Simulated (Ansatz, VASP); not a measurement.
CO in VASP and in Ansatz

```
C O
1.0
     5.63000    0.00000    0.00000
     0.00000    5.63000    0.00000
     0.00000    0.00000    5.63000
C O
4 4
Direct
  0.95800 0.95800 0.95800
  0.54200 0.04200 0.45800
  0.45800 0.54200 0.04200
  0.04200 0.45800 0.54200
  0.06700 0.06700 0.06700
  0.43300 0.93300 0.56700
  0.56700 0.43300 0.93300
  0.93300 0.56700 0.43300
```

Alike in both runs: task single point; functional PBE; k mesh 3 × 3 × 3; non-collinear spin, spin-orbit coupling.

```csv
,VASP,Ansatz
version,VASP 6.6.1,Ansatz 0.2.0
potentials or method,"VASP PAW PBE potentials, release 64 (C, O), cutoff 520 eV",PAW plane waves
occupations,"fermi-dirac, width 0.1 eV",fermi-dirac
valence electrons in the cell,40,40
```

```csv
,VASP,Ansatz,Ansatz less VASP
pressure (GPa),15.8,14.0,-1.77
rms of the force components (eV/Å),7.015,6.123,-0.8919
net moment per atom (μB),0.00,0.00,0.000
```

Atom by atom the forces differ by 0.892 eV/Å (rms over components).

The k mesh is coarse, so the values compare programs but aren't converged. Noted on VASP's run: the standard files for N, O and F lose accuracy on very short bonds.
